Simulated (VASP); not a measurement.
# Si5Ni in VASP: further runs, part 2 of 2

VASP 6.6.1. Earlier steps stand in the parts before.

**5. Single point, PBE**

INCAR reads:

```
SYSTEM = Si5Ni
ALGO     = Normal         ! electronic algorithm
EDIFF    = 1E-7           ! SCF threshold, eV
ENCUT    = 520            ! plane-wave cutoff, eV
GGA      = PE             ! functional
ISIF     = 2              ! what is computed and relaxed
ISMEAR   = -1             ! smearing method
ISYM     = 0            
LASPH    = .TRUE.         ! aspherical terms in the spheres
LCHARG   = .FALSE.        ! write CHGCAR
LREAL    = Auto         
LWAVE    = .FALSE.        ! write WAVECAR
NBANDS   = 78             ! bands
NELM     = 100            ! most SCF steps
PREC     = Accurate       ! precision mode
SIGMA    = 0.05           ! smearing width, eV
```

KPOINTS reads:

```
Automatic mesh
0
Gamma
  1 1 1
  0.25 0.25 0.25
```

POSCAR reads:

```
Si5Ni
1.0
    7.1614510000     -0.0505580000     -0.0272950000
   -0.0505580000      7.1365650000     -0.2213880000
   -0.0272950000     -0.2213880000      7.0643700000
Si Ni
20 4
Direct
    0.7008538517      0.4130813152      0.8257172334
    0.3551534112      0.3084712810      0.8824349167
    0.8466412417      0.8743870032      0.4273862868
    0.4660690333      0.5856932524      0.1799620932
    0.7732151916      0.4984947182      0.1744572633
    0.8861699880      0.2085359662      0.4617616816
    0.9266149904      0.7951374700      0.0971346136
    0.4624808302      0.0973565653      0.5667576853
    0.7683739078      0.8129948736      0.8133246241
    0.7504865014      0.1522360833      0.1387636507
    0.9060210965      0.1406864575      0.7904693751
    0.0819759241      0.1525737268      0.1178509230
    0.1277999609      0.7005578176      0.7236620384
    0.2258120211      0.3252109592      0.5313320711
    0.4351806006      0.7658969755      0.9009462491
    0.5346311820      0.9262752541      0.2855243969
    0.1936829819      0.9217506815      0.4659576320
    0.4637306811      0.5448824754      0.6442711764
    0.8606216709      0.5569637351      0.4953637417
    0.1600414642      0.4937052820      0.1065525669
    0.2471310797      0.6108019979      0.4072610403
    0.5882922620      0.0760996990      0.8680622614
    0.2413195087      0.8483418238      0.1542176465
    0.2238442548      0.0177664715      0.8111165061
```

Potentials or basis: VASP PAW PBE potentials, release 64 (Si, Ni).

On the command line:

```sh
$ cat potpaw_PBE.64/Si/POTCAR potpaw_PBE.64/Ni/POTCAR > POTCAR
$ mpirun -np 1 vasp_std > vasp.out
```

OUTCAR:

```text
SYSTEM = Si5Ni
   EDIFF = 1E-7
   ENCUT = 520
   GGA = PE
   ISIF = 2
   ISMEAR = -1
   ISYM = 0
   LASPH = .TRUE.
   LREAL = Auto
   NELM = 100
   PREC = Accurate

 ion  position               nearest neighbor table
   1  0.701  0.413  0.826-  18 2.36  11 2.46   5 2.55  22 2.56   2 2.62  19 2.85   9 2.90  10 3.00

   2  0.355  0.308  0.882-  24 2.29  22 2.37  20 2.46  18 2.57   1 2.62  14 2.65   8 2.74  12 2.84
                             4 2.90
   3  0.847  0.874  0.427-  19 2.35   6 2.40   7 2.44  16 2.48  17 2.51   9 2.85  10 3.02  11 3.12

   4  0.466  0.586  0.180-  21 2.25   5 2.29  20 2.32  15 2.43  23 2.50  16 2.54   2 2.90
   5  0.773  0.498  0.174-   4 2.29  19 2.36   7 2.47  10 2.47   1 2.55  20 2.82   6 3.10
   6  0.886  0.209  0.462-   3 2.40  11 2.41  10 2.48  19 2.49  14 2.59  12 2.82  17 3.03   5 3.10

   7  0.927  0.795  0.097-   9 2.31  23 2.31   3 2.44   5 2.47  20 2.75  12 2.76  10 2.86  13 3.06

   8  0.462  0.097  0.567-  22 2.32  16 2.33  17 2.36  14 2.39  24 2.52   2 2.74
   9  0.768  0.813  0.813-   7 2.31  22 2.31  15 2.49  11 2.54  13 2.77   3 2.85  19 2.89   1 2.90
                            18 3.07
  10  0.750  0.152  0.139-  22 2.26  12 2.38   5 2.47   6 2.48  16 2.50  11 2.71   7 2.86   1 3.00
                             3 3.02
  11  0.906  0.141  0.790-  22 2.39   6 2.41   1 2.46  24 2.46   9 2.54  12 2.62  10 2.71   3 3.12
[... 21 lines left out ...]
  23  0.241  0.848  0.154-  17 2.26   7 2.31  15 2.33  16 2.34  12 2.49   4 2.50  21 2.54  20 2.59
                            24 2.78
  24  0.224  0.018  0.811-   2 2.29  13 2.40  11 2.46  15 2.48  17 2.50   8 2.52  12 2.54  22 2.66
                            23 2.78  14 3.04

IMPORTANT INFORMATION: All symmetrisations will be switched off!
NOSYMM: (Re-)initialisation of all symmetry stuff for point group C_1.

----------------------------------------------------------------------------------------

                                     Primitive cell

  volume of cell :     360.6720

  direct lattice vectors                    reciprocal lattice vectors
     7.161451000 -0.050558000 -0.027295000     0.139645793  0.001007018  0.000571116
    -0.050558000  7.136565000 -0.221388000     0.001007018  0.140267054  0.004399675
    -0.027295000 -0.221388000  7.064370000     0.000571116  0.004399675  0.141695526

  length of vectors
     7.161681475  7.140177082  7.067890857     0.139650591  0.140339651  0.141764965

  position of ions in fractional coordinates (direct lattice)
     0.700853852  0.413081315  0.825717233
     0.355153411  0.308471281  0.882434917
     0.846641242  0.874387003  0.427386287
     0.466069033  0.585693252  0.179962093
     0.773215192  0.498494718  0.174457263
     0.886169988  0.208535966  0.461761682
[... 16 lines left out ...]
     0.241319509  0.848341824  0.154217647
     0.223844255  0.017766472  0.811116506

  ion indices of the primitive-cell ions
   primitive index   ion index
                 1           1
                 2           2
                 3           3
                 4           4
                 5           5
                 6           6
[... 16 lines left out ...]
                23          23
                24          24

----------------------------------------------------------------------------------------

 KPOINTS: Automatic mesh

Automatic generation of k-mesh.
 Grid dimensions read from file:
 generate k-points for:    1    1    1

 Generating k-lattice:

  Cartesian coordinates                     Fractional coordinates (reciprocal lattice)
     0.139645793  0.001007018  0.000571116     1.000000000 -0.000000000  0.000000000
     0.001007018  0.140267054  0.004399675    -0.000000000  1.000000000  0.000000000
     0.000571116  0.004399675  0.141695526    -0.000000000  0.000000000  1.000000000

  Length of vectors
     0.139650591  0.140339651  0.141764965

  Shift w.r.t. Gamma in fractional coordinates (k-lattice)
     0.250000000  0.250000000  0.250000000

 Subroutine IBZKPT returns following result:
 ===========================================

 Found      1 irreducible k-points:

 Following reciprocal coordinates:
            Coordinates               Weight
  0.250000  0.250000  0.250000      2.000000
   k-points           NKPTS =      1   k-points in BZ     NKDIM =      1   number of bands    NBANDS=     78
   number of dos      NEDOS =    301   number of ions     NIONS =     24
   total plane-waves  NPLWV = 157464
   dimension x,y,z NGX =    54 NGY =   54 NGZ =   54
   dimension x,y,z NGXF=   108 NGYF=  108 NGZF=  108
   ions per type =              20   4
   NGX,Y,Z   is equivalent  to a cutoff of  12.54, 12.57, 12.70 a.u.
   NGXF,Y,Z  is equivalent  to a cutoff of  25.07, 25.15, 25.40 a.u.
 SYSTEM =  Si5Ni
   PREC   = accura    normal or accurate (medium, high low for compatibility)
   ISTART =      0    job   : 0-new  1-cont  2-samecut
   ICHARG =      2    charge: 1-file 2-atom 10-const
   ISPIN  =      1    spin polarized calculation?
   LNONCOLLINEAR =      F non collinear calculations
   LSORBIT =      F    spin-orbit coupling
   LASPH  =      T    aspherical Exc in radial PAW
   ENCUT  =  520.0 eV  38.22 Ry    6.18 a.u.  13.32 13.28 13.14*2*pi/ulx,y,z
   NELM   =    100;   NELMIN=  2; NELMDL= -5     # of ELM steps
   EDIFF  = 0.1E-06   stopping-criterion for ELM
   LREAL  =      T    real-space projection
   EDIFFG = 0.1E-05   stopping-criterion for IOM
   NSW    =      0    number of steps for IOM
   IBRION =     -1    ionic relax: 0-MD 1-quasi-New 2-CG
   NFREE  =      0    steps in history (QN), initial steepest desc. (CG)
   ISIF   =      2    stress and relaxation
   ISYM   =      0    0-nonsym 1-usesym 2-fastsym
   POTIM  = 0.5000    time-step for ionic-motion
   TEBEG  =    0.0;   TEEND  =   0.0 temperature during run
   PSTRESS=    0.0 pullay stress
   NELECT =     120.0000    total number of electrons
   NUPDOWN=      -1.0000    fix difference up-down
   EMIN   =  10.00;   EMAX   =-10.00  energy-range for DOS
   EFERMI =   0.00;   METHOD = LEGACY
   ISMEAR =    -1;   SIGMA  =   0.05  broadening in eV -4-tet -1-fermi 0-gaus
   EFERMI_NEDOS =   21; number of points for ismear=-14 and -15
   IALGO  =     38    algorithm
   IMIX   =      4    mixing-type and parameters
     AMIX     =   0.40;   BMIX     =  1.00
     AMIX_MAG =   1.60;   BMIX_MAG =  1.00
  volume/ion in A,a.u.               =      15.03       101.41
  Fermi-wavevector in a.u.,A,eV,Ry     =   1.134395  2.143696 17.508696  1.286853
  Thomas-Fermi vector in A             =   2.271099
   LORBIT       =      0    0 simple, 1 ext, 2 COOP (PROOUT), +10 PAW based schemes
   GGA     = PE    functional components
   LHFCALC =     F    Hartree Fock is set to
   AEXX    =    0.0000 exact exchange contribution
   IVDW    =     0    specifies the selected vdW correction
   LEPSILON=     F    determine dielectric tensor
   LRPA    =     F    only Hartree local field effects (RPA)
 non-spin polarized calculation
  energy-cutoff  :      520.00
  volume of cell :      360.67
 maximum number of plane-waves:      9714
 NGX is ok and might be reduce to    54
   NGX = 27   NGY = 27   NGZ = 27

 number of electron     119.9999998 magnetization

 Free energy of the ion-electron system (eV)
  ---------------------------------------------------
  ext. energy  EPLUGINS =         0.00000000
  ---------------------------------------------------
  free energy    TOTEN  =      -125.32425678 eV

  energy without entropy =     -125.31312253  energy(sigma->0) =     -125.31868966

 E-fermi :   8.9240     XC(G=0): -10.9260

 val. band max:        8.6897639149   @ k =   0.2500   0.2500   0.2500
 cond. band min:       9.1579472403   @ k =   0.2500   0.2500   0.2500
 fundamental gap:      0.4681833253
 Fermi energy:         8.9239632199

 k-point     1 :       0.2500    0.2500    0.2500
  band No.  band energies     occupation
      1      -4.1820      2.00000
      2      -3.3968      2.00000
      3      -2.9202      2.00000
      4      -2.4636      2.00000
      5      -1.8879      2.00000
      6      -1.4451      2.00000
[... 64 lines left out ...]
     71      10.8966      0.00000
     72      11.0143      0.00000
 [bands above 72 left out]

------------------------ aborting loop because EDIFF is reached ----------------------------------------

  FORCE on cell =-STRESS in cart. coord.  units (eV):
  Direction    XX          YY          ZZ          XY          YZ          ZX
  --------------------------------------------------------------------------------------
  -------------------------------------------------------------------------------------
  Total        1.5816934     12.6335215     14.1190413      9.8096763     13.7692755     10.8843027
  in kB        7.0261996     56.1206401     62.7196175     43.5765522     61.1658873     48.3502586
  external PRESSURE =      41.9554857 kB  Pullay stress =       0.0000000 kB

 VOLUME and BASIS-vectors are now :
 -----------------------------------------------------------------------------
  energy-cutoff  :      520.00
  volume of cell :      360.67
      direct lattice vectors                 reciprocal lattice vectors
     7.161451000 -0.050558000 -0.027295000     0.139645793  0.001007018  0.000571116
    -0.050558000  7.136565000 -0.221388000     0.001007018  0.140267054  0.004399675
    -0.027295000 -0.221388000  7.064370000     0.000571116  0.004399675  0.141695526

 POSITION                                       TOTAL-FORCE (eV/Angst)
 -----------------------------------------------------------------------------------
      4.97571      2.72974      5.72259         0.508543     -0.495224      0.206766
      2.50373      1.98811      6.15586         0.291275      0.452589     -0.545470
      6.00731      6.10270      2.80253        -0.376239     -0.326180      0.397416
      3.30321      4.11643      1.12893         0.260571      0.835008     -0.112599
      5.50738      3.47983      1.10096         0.102947     -0.283196     -1.055801
      6.32312      1.34120      3.19170         0.859972      0.912253      0.285517
[... 16 lines left out ...]
      1.68110      6.00790      0.89505        -0.210036      0.388393     -0.381780
      1.58001     -0.06410      5.71998        -0.028102     -0.438969      0.200501
 -----------------------------------------------------------------------------------
    total drift:                                0.009706      0.004806      0.007209

  FREE ENERGIE OF THE ION-ELECTRON SYSTEM (eV)
  ---------------------------------------------------
  free  energy   TOTEN  =      -125.3242567832 eV

  energy  without entropy=     -125.3131225312  energy(sigma->0) =     -125.31868966
```

It took 53 s on 1 thread of AMD EPYC 9R45 (Zen 5), shared host; peak memory 0.34 GiB.

Results:

```yaml
Free_energy: -125.3243 eV
Pressure: 4.2 GPa
Largest_force: 1.580 eV/Å
Band_gap_on_the_k_mesh: 0.47 eV
```

Forces in eV/Å, atoms in the order of the input:
```
Si   0.509 -0.495  0.207
Si   0.291  0.453 -0.545
Si  -0.376 -0.326  0.397
Si   0.261  0.835 -0.113
Si   0.103 -0.283 -1.056
Si   0.860  0.912  0.286
Si  -0.066 -0.442  0.474
Si  -0.061  0.657  0.600
Si   0.340 -0.196 -1.091
Si  -0.203  0.053 -0.226
Si   0.319  0.171  0.030
Si   0.176 -0.618 -0.198
Si  -0.355 -0.296 -0.212
Si  -0.667 -0.854  0.290
Si   0.001  1.078 -0.218
Si   0.332 -0.162  0.097
Si  -0.334  0.521  0.240
Si  -0.029 -0.047 -0.435
Si   0.427 -0.428  1.460
Si  -0.540  0.108 -0.042
Ni  -0.562 -0.681  0.541
Ni  -0.187  0.093 -0.305
Ni  -0.210  0.388 -0.382
Ni  -0.028 -0.439  0.201
```

Stress tensor (GPa, compression positive):
```
0.70 4.36 4.84
4.36 5.61 6.12
4.84 6.12 6.27
```

Levels at points of the mesh, in eV from the valence-band top:
| k point | band 58 | band 59 | band 60 | band 61 | band 62 | band 63 |
| --- | --- | --- | --- | --- | --- | --- |
| (0.25, 0.25, 0.25) | -0.45 | -0.16 | 0.00 | 0.47 | 0.63 | 0.92 |

Caveat: the k points lie up to 0.89 Å⁻¹ apart. Spin polarisation is off, so any magnetic state and its effect on volume and gap are missing.

**6. Single point, PBE**

INCAR reads:

```
  ALGO = Normal
  EDIFF = 1E-6
  ENCUT = 520
  GGA = PE
  ISIF = 2
  ISMEAR = -1
  ISYM = 0
  LASPH = True
  LCHARG = False
  LREAL = Auto
  LWAVE = False
  NBANDS = 78
  NELM = 80
  PREC = Accurate
  SIGMA = 0.05
```

KPOINTS is that of step 5.

POSCAR reads:

```
Si5Ni
1.0
    7.1614510000     -0.0505580000     -0.0272950000
   -0.0505580000      7.1365650000     -0.2213880000
   -0.0272950000     -0.2213880000      7.0643700000
Si Ni
20 4
Direct
    0.6827636256      0.3952343963      0.8146909329
    0.3461491155      0.3384565071      0.8514836212
    0.8350629752      0.8212183245      0.4489621759
    0.4443991821      0.6300587977      0.1740411860
    0.7512061329      0.4614171260      0.1668285192
    0.8826532211      0.2026007416      0.4377616677
    0.9014283437      0.7426543112      0.0937826359
    0.4714035437      0.1152611429      0.5744277825
    0.7947478119      0.8229191027      0.7819882107
    0.7279064347      0.1198525646      0.1222113402
    0.9176079548      0.1656852569      0.7848943128
    0.0566547427      0.1173155914      0.1253681015
    0.1544786333      0.7065461561      0.7449204012
    0.2141160926      0.3259083017      0.5292043715
    0.4627557212      0.8018728088      0.9031447864
    0.5395216239      0.9407617992      0.3069660304
    0.1688657393      0.9424543612      0.4737171576
    0.4486363420      0.5599703677      0.6407473347
    0.8926607742      0.5243494279      0.5541430937
    0.1512236741      0.4759398676      0.1041349796
    0.2060512210      0.6092039897      0.4159951448
    0.5975913045      0.0819714172      0.8388545253
    0.2249529504      0.8662095559      0.1644516768
    0.2234670955      0.0091933300      0.8113888184
```

Potentials or basis: VASP PAW PBE potentials, release 64 (Si, Ni).

On the command line:

```sh
$ cat potpaw_PBE.64/Si/POTCAR potpaw_PBE.64/Ni/POTCAR > POTCAR
$ mpirun -np 1 vasp_std > vasp.out
```

Run time: 51 s. Hardware: 1 thread of AMD EPYC 9R45 (Zen 5), shared host; peak memory 0.34 GiB.

It converged, with:

```yaml
Free_energy: -125.6474 eV
Pressure: 4.6 GPa
Largest_force: 1.972 eV/Å
Band_gap_on_the_k_mesh: 0.49 eV
```

Forces on the atoms (eV/Å):
```
Si   0.184  0.906  0.602
Si  -0.623 -0.755  0.801
Si  -0.227  0.274 -1.055
Si   1.178 -0.623  0.395
Si  -0.822  0.216  0.003
Si   0.306 -0.246  0.058
Si   0.534  0.526  0.053
Si  -1.507  0.498 -1.170
Si   0.107 -0.212  0.685
Si   0.128  0.192 -0.047
Si   0.815 -0.683 -0.045
Si   0.121  1.119 -0.088
Si  -0.737 -0.297  0.083
Si  -0.210 -1.193 -0.098
Si  -0.221  0.235 -0.377
Si  -0.074 -1.180  0.017
Si   0.045  0.353  0.044
Si   0.685  0.497 -0.635
Si  -0.070  0.116 -0.037
Si  -0.204 -0.316  0.305
Ni   0.325  0.355 -0.102
Ni  -0.023 -0.093  0.843
Ni  -0.048 -0.530 -0.315
Ni   0.339  0.840  0.081
```

Stress tensor (GPa, compression positive):
```
0.09 4.07 4.68
4.07 6.48 4.83
4.68 4.83 7.32
```

Levels at points of the mesh, in eV from the valence-band top:
| k point | band 56 | band 57 | band 58 | band 59 | band 60 | band 61 | band 62 | band 63 | band 64 | band 65 |
| --- | --- | --- | --- | --- | --- | --- | --- | --- | --- | --- |
| (0.25, 0.25, 0.25) | -0.81 | -0.62 | -0.55 | -0.23 | 0.00 | 0.49 | 0.80 | 1.02 | 1.24 | 1.26 |

Caveat: the k points lie up to 0.89 Å⁻¹ apart. Spin polarisation is off, so any magnetic state and its effect on volume and gap are missing.
